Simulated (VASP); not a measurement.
A run of VASP 6.6.1:

The input INCAR:

```
SYSTEM = Cu2W
  PREC = Accurate
  ENCUT = 520
  EDIFF = 1E-6
  ISMEAR = 0
  SIGMA = 0.1
  LREAL = .False.
  LASPH = .True.
  NELM = 100
  ALGO = Fast
  ISIF = 2
  LWAVE = .False.
  LCHARG = .False.
  GGA = PE
  NBANDS = 45
```

The input KPOINTS:

```
regular mesh
0
Gamma
  4 4 4
  0 0 0
```

The input POSCAR:

```
Cu2W
1.0
    5.4752812604      0.0000000000      0.0000000000
    0.0000000000      5.4752812604      0.0000000000
    0.0000000000      0.0000000000      5.4752812604
Cu W
4 2
Direct
    0.2500000000      0.7500000000      0.2500000000
    0.7500000000      0.2500000000      0.2500000000
    0.2500000000      0.2500000000      0.7500000000
    0.7500000000      0.7500000000      0.7500000000
    0.0000000000      0.0000000000      0.0000000000
    0.5000000000      0.5000000000      0.5000000000
```

Potentials or basis: VASP PAW PBE potentials, release 64 (Cu, W_sv).

Command:

```bash
$ cat potpaw_PBE.64/Cu/POTCAR potpaw_PBE.64/W_sv/POTCAR > POTCAR
$ mpirun -np 1 vasp_std > vasp.out
```

Hardware: 1 thread of Intel(R) Xeon(R) 6975P-C (Granite Rapids) (shared host).

Task: Estimate the wall time of this run.

Result: It took 68 s on 1 thread of Intel(R) Xeon(R) 6975P-C (Granite Rapids), with other jobs on the host, peak memory 0.27 GiB. Counts: scf iterations 19, k points 10.
